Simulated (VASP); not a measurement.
# Cr4F (Fmmm) in VASP: single point with PBE

Aim: the single point of Cr4F with PBE.

All numbers are computed with VASP 6.6.1; they aren't measurements. Logs are shortened: lines on timing, memory, paths and dates and some standing lists are left out, and cuts for length are marked.

### 1 The cell of the first run

The structure is orthorhombic, space group Fmmm (No. 69). Conventional cell: a = 5.961 Å, b = 6.291 Å, c = 8.728 Å, α = 90.00°, β = 90.00°, γ = 90.00°. Within 3.5 Å of Cr (site symmetry 2/m) lie 8 Cr at 2.64 to 3.15 Å and 2 F at 2.69 Å. Within 3.0 Å of Cr (site symmetry 2/m) lie 2 F at 2.17 Å and 6 Cr at 2.64 to 2.98 Å. F (site symmetry mmm) has 8 Cr at 2.17 to 2.69 Å within 2.9 Å.

The cell was generated, and may not be a known phase.

### 2 Single point, PBE, collinear spin, antiferromagnetic start

INCAR reads:

```
SYSTEM = Cr4F
PREC = Accurate
ENCUT = 520
EDIFF = 1E-6
ISMEAR = 0
SIGMA = 0.1
LREAL = .False.
LASPH = .True.
NELM = 150
ALGO = Normal
ISIF = 2
LWAVE = .False.
LCHARG = .True.
ISPIN = 2
MAGMOM = 3 -3 3 -3 0
LORBIT = 11
LMAXMIX = 4
GGA = PE
LELF = .True.
LVHAR = .True.
NBANDS = 40
```

KPOINTS reads:

```
Automatic mesh
0
Gamma
  6 6 6
  0 0 0
```

POSCAR reads:

```
Cr4F
1.0
   -2.1075550592      3.1455471893      2.1075550592
    3.0858330743     -3.1455471893      3.0858330743
    2.1075550592      3.1455471893     -2.1075550592
Cr F
4 1
Direct
    0.5000000000      0.5000000000      0.5000000000
    0.0000000000      0.0000000000      0.5000000000
    0.0000000000      0.5000000000      0.0000000000
    0.5000000000      0.0000000000      0.0000000000
    0.0000000000      0.0000000000      0.0000000000
```

Potentials or basis: VASP PAW PBE potentials, release 64 (Cr_pv, F).

Started as:

```console
$ cat potpaw_PBE.64/Cr_pv/POTCAR potpaw_PBE.64/F/POTCAR > POTCAR
$ mpirun -np 1 vasp_std > vasp.out
```

OUTCAR:

```text
SYSTEM = Cr4F
   PREC = Accurate
   ENCUT = 520
   EDIFF = 1E-6
   ISMEAR = 0
   LREAL = .False.
   LASPH = .True.
   NELM = 150
   ISIF = 2
   ISPIN = 2
   LORBIT = 11
   GGA = PE

 ion  position               nearest neighbor table
   1  0.500  0.500  0.500-   2 2.64   4 2.64   4 2.64   2 2.64   3 2.98   3 2.98   3 3.15   3 3.15

   2  0.000  0.000  0.500-   5 2.17   5 2.17   1 2.64   3 2.64   3 2.64   1 2.64   4 2.98   4 2.98
                             4 3.15   4 3.15
   3  0.000  0.500  0.000-   2 2.64   4 2.64   2 2.64   4 2.64   1 2.98   1 2.98   1 3.15   1 3.15

   4  0.500  0.000  0.000-   5 2.17   5 2.17   1 2.64   1 2.64   3 2.64   3 2.64   2 2.98   2 2.98
                             2 3.15   2 3.15
   5  0.000  0.000  0.000-   2 2.17   4 2.17   2 2.17   4 2.17

  LATTYP: Found a face centered orthorhombic cell.
 ALAT       =     5.9610658963
 B/A-ratio  =     1.0553640050
 C/A-ratio  =     1.4641767297

  Lattice vectors:

 A1 = (   3.0858330743,   3.1455471893,   3.0858330743)
 A2 = (   5.1933881335,   0.0000000000,   0.9782780151)
 A3 = (   2.1075550592,   3.1455471893,  -2.1075550592)

Analysis of symmetry for initial positions (statically):
=====================================================================
 Subroutine PRICEL returns:
 Original cell was already a primitive cell.

 Routine SETGRP: Setting up the symmetry group for a
 face centered orthorhombic supercell.

 Subroutine GETGRP returns: Found  8 space group operations
 (whereof  8 operations were pure point group operations)
 out of a pool of  8 trial point group operations.

The static configuration has the point symmetry D_2h.

Analysis of symmetry for dynamics (positions and initial velocities):
=====================================================================
 Subroutine PRICEL returns:
 Original cell was already a primitive cell.

 Routine SETGRP: Setting up the symmetry group for a
 face centered orthorhombic supercell.

 Subroutine GETGRP returns: Found  8 space group operations
 (whereof  8 operations were pure point group operations)
 out of a pool of  8 trial point group operations.

The dynamic configuration has the point symmetry D_2h.

Analysis of structural, dynamic, and magnetic symmetry:
=====================================================================
 Subroutine PRICEL returns:
 Original cell was already a primitive cell.

 Routine SETGRP: Setting up the symmetry group for a
 face centered orthorhombic supercell.

 Subroutine GETGRP returns: Found  8 space group operations
 (whereof  8 operations were pure point group operations)
 out of a pool of  8 trial point group operations.

The overall configuration has the point symmetry D_2h.

 Subroutine INISYM returns: Found  8 space group operations
 (whereof  8 operations are pure point group operations),
 and found     1 'primitive' translations

----------------------------------------------------------------------------------------

                                     Primitive cell

  volume of cell :      81.8291

  direct lattice vectors                    reciprocal lattice vectors
    -2.107555059  3.145547189  2.107555059    -0.037605463  0.158954856  0.199636263
     3.085833074 -3.145547189  3.085833074     0.162030799  0.000000000  0.162030799
     2.107555059  3.145547189 -2.107555059     0.199636263  0.158954856 -0.037605463

  length of vectors
     4.333364025  5.379516581  4.333364025     0.257944673  0.229146154  0.257944673

  position of ions in fractional coordinates (direct lattice)
     0.500000000  0.500000000  0.500000000
     1.000000000  0.000000000  0.500000000
     0.000000000  0.500000000  0.000000000
     0.500000000  0.000000000  1.000000000
     0.000000000  0.000000000  0.000000000

  ion indices of the primitive-cell ions
   primitive index   ion index
                 1           1
                 2           2
                 3           3
                 4           4
                 5           5

----------------------------------------------------------------------------------------

[... 27 lines left out ...]
  0.166667  0.000000 -0.000000      8.000000
  0.333333  0.000000 -0.000000      8.000000
  0.500000  0.000000 -0.000000      4.000000
  0.000000  0.166667  0.000000      2.000000
  0.166667  0.166667  0.000000      8.000000
[... 16 lines left out ...]
  0.166667  0.333333  0.166667      2.000000
 -0.333333  0.333333  0.166667      8.000000
 [... further k-points ...]
   k-points           NKPTS =     46   k-points in BZ     NKDIM =     46   number of bands    NBANDS=     40
   number of dos      NEDOS =    301   number of ions     NIONS =      5
   total plane-waves  NPLWV =  40960
   dimension x,y,z NGX =    32 NGY =   40 NGZ =   32
   dimension x,y,z NGXF=    64 NGYF=   80 NGZF=   64
   ions per type =               4   1
   NGX,Y,Z   is equivalent  to a cutoff of  12.28, 12.36, 12.28 a.u.
   NGXF,Y,Z  is equivalent  to a cutoff of  24.55, 24.72, 24.55 a.u.
 SYSTEM =  Cr4F
   PREC   = accura    normal or accurate (medium, high low for compatibility)
   ISTART =      0    job   : 0-new  1-cont  2-samecut
   ICHARG =      2    charge: 1-file 2-atom 10-const
   ISPIN  =      2    spin polarized calculation?
   LNONCOLLINEAR =      F non collinear calculations
   LSORBIT =      F    spin-orbit coupling
   LASPH  =      T    aspherical Exc in radial PAW
   ENCUT  =  520.0 eV  38.22 Ry    6.18 a.u.   8.06 10.00  8.06*2*pi/ulx,y,z
   NELM   =    150;   NELMIN=  2; NELMDL= -5     # of ELM steps
   EDIFF  = 0.1E-05   stopping-criterion for ELM
   LREAL  =      F    real-space projection
   EDIFFG = 0.1E-04   stopping-criterion for IOM
   NSW    =      0    number of steps for IOM
   IBRION =     -1    ionic relax: 0-MD 1-quasi-New 2-CG
   NFREE  =      0    steps in history (QN), initial steepest desc. (CG)
   ISIF   =      2    stress and relaxation
   ISYM   =      2    0-nonsym 1-usesym 2-fastsym
   POTIM  = 0.5000    time-step for ionic-motion
   TEBEG  =    0.0;   TEEND  =   0.0 temperature during run
   PSTRESS=    0.0 pullay stress
   NELECT =      55.0000    total number of electrons
   NUPDOWN=      -1.0000    fix difference up-down
   EMIN   =  10.00;   EMAX   =-10.00  energy-range for DOS
   EFERMI =   0.00;   METHOD = LEGACY
   ISMEAR =     0;   SIGMA  =   0.10  broadening in eV -4-tet -1-fermi 0-gaus
   EFERMI_NEDOS =   21; number of points for ismear=-14 and -15
   IALGO  =     38    algorithm
   IMIX   =      4    mixing-type and parameters
     AMIX     =   0.40;   BMIX     =  1.00
     AMIX_MAG =   1.60;   BMIX_MAG =  1.00
  volume/ion in A,a.u.               =      16.37       110.44
  Fermi-wavevector in a.u.,A,eV,Ry     =   1.434035  2.709934 27.979804  2.056458
  Thomas-Fermi vector in A             =   2.553488
   LORBIT       =     11    0 simple, 1 ext, 2 COOP (PROOUT), +10 PAW based schemes
   GGA     = PE    functional components
   LHFCALC =     F    Hartree Fock is set to
   AEXX    =    0.0000 exact exchange contribution
   IVDW    =     0    specifies the selected vdW correction
   LEPSILON=     F    determine dielectric tensor
   LRPA    =     F    only Hartree local field effects (RPA)
 spin polarized calculation
 Gauss-broadening in eV      SIGMA  =   0.10
  energy-cutoff  :      520.00
  volume of cell :       81.83
 maximum number of plane-waves:      2223
   NGX = 17   NGY = 19   NGZ = 17

 number of electron      54.9999993 magnetization       0.6641242

 Free energy of the ion-electron system (eV)
  ---------------------------------------------------
  ext. energy  EPLUGINS =         0.00000000
  ---------------------------------------------------
  free energy    TOTEN  =       -36.92557961 eV

  energy without entropy =      -36.91517237  energy(sigma->0) =      -36.92037599

 E-fermi :   6.1504     XC(G=0): -10.8290

 val. band max:        6.1461328670   @ k =   0.3333  -0.3333   0.3333
 cond. band min:       6.1594312002   @ k =   0.3333   0.0000   0.3333
 fundamental gap:      0.0132983332
 Fermi energy:         6.1504077589

 spin component 1

 k-point     1 :       0.0000    0.0000    0.0000
  band No.  band energies     occupation
      1     -37.8959      1.00000
      2     -37.8795      1.00000
      3     -37.8625      1.00000
      4     -37.8568      1.00000
      5     -37.8512      1.00000
      6     -37.7577      1.00000
[... 997 lines left out ...]
     38       9.4592      0.00000
     39       9.9223      0.00000

 [... further k-points ...]

 spin component 2

 k-point     1 :       0.0000    0.0000    0.0000
  band No.  band energies     occupation
      1     -38.1288      1.00000
      2     -38.1080      1.00000
      3     -37.9614      1.00000
      4     -37.9468      1.00000
      5     -37.9279      1.00000
      6     -37.9234      1.00000
[... 997 lines left out ...]
     38       9.2539      0.00000
     39      10.1480      0.00000

 [... further k-points ...]

 [bands above 39 left out]

------------------------ aborting loop because EDIFF is reached ----------------------------------------

  FORCE on cell =-STRESS in cart. coord.  units (eV):
  Direction    XX          YY          ZZ          XY          YZ          ZX
  --------------------------------------------------------------------------------------
  -------------------------------------------------------------------------------------
  Total        0.0803023     -0.0120105      0.0803023      0.0000000     -0.0000000     -0.0163799
  in kB        1.5722849     -0.2351610      1.5722849      0.0000000     -0.0000000     -0.3207105
  external PRESSURE =       0.9698029 kB  Pullay stress =       0.0000000 kB

 VOLUME and BASIS-vectors are now :
 -----------------------------------------------------------------------------
  energy-cutoff  :      520.00
  volume of cell :       81.83
      direct lattice vectors                 reciprocal lattice vectors
    -2.107555059  3.145547189  2.107555059    -0.037605463  0.158954856  0.199636263
     3.085833074 -3.145547189  3.085833074     0.162030799  0.000000000  0.162030799
     2.107555059  3.145547189 -2.107555059     0.199636263  0.158954856 -0.037605463

 POSITION                                       TOTAL-FORCE (eV/Angst)
 -----------------------------------------------------------------------------------
      1.54292      1.57277      1.54292         0.000000      0.000000      0.000000
      1.05378      1.57277     -1.05378        -0.000000      0.000000     -0.000000
      1.54292     -1.57277      1.54292         0.000000      0.000000      0.000000
     -1.05378      1.57277      1.05378         0.000000     -0.000000     -0.000000
      0.00000      0.00000      0.00000         0.000000     -0.000000      0.000000
 -----------------------------------------------------------------------------------
    total drift:                               -0.000000     -0.000000      0.000000

  FREE ENERGIE OF THE ION-ELECTRON SYSTEM (eV)
  ---------------------------------------------------
  free  energy   TOTEN  =       -36.9255796146 eV

  energy  without entropy=      -36.9151723717  energy(sigma->0) =      -36.92037599

 total charge

# of ion       s       p       d       tot
------------------------------------------
    1        0.327   6.141   4.125  10.593
    2        0.300   6.150   4.170  10.621
    3        0.327   6.141   4.125  10.593
    4        0.300   6.150   4.170  10.621
    5        1.765   4.310   0.000   6.075
--------------------------------------------------
tot          3.020  28.892  16.591  48.503

 magnetization (x)

# of ion       s       p       d       tot
------------------------------------------
    1        0.062   0.031   3.491   3.583
    2       -0.056  -0.009  -3.335  -3.400
    3        0.062   0.031   3.491   3.583
    4       -0.056  -0.009  -3.335  -3.400
    5       -0.013   0.029   0.000   0.015
--------------------------------------------------
tot         -0.003   0.073   0.310   0.381
```

It took 3.9 min on 1 thread of Intel Xeon Platinum 8259CL at 2.50GHz (Skylake/Cascade Lake), shared host; peak memory 0.35 GiB.

Results:

| Property | Result |
| --- | --- |
| Free energy | -36.9256 eV |
| Pressure | 0.1 GPa |
| Net moment | 0.66 μB per cell |
| Site moments | Cr +3.58, -3.40 (each value once); F +0.01 μB |
| Valence electrons inside the program's atomic spheres | Cr 10.59, 10.62 (each value once); F 6.08 |

Stress tensor (GPa, compression positive):
```
 0.16  0.00 -0.03
 0.00 -0.02  0.00
-0.03  0.00  0.16
```

With open d or f shells a metallic result of PBE can be an artefact of self-interaction; +U or a hybrid may open a gap.
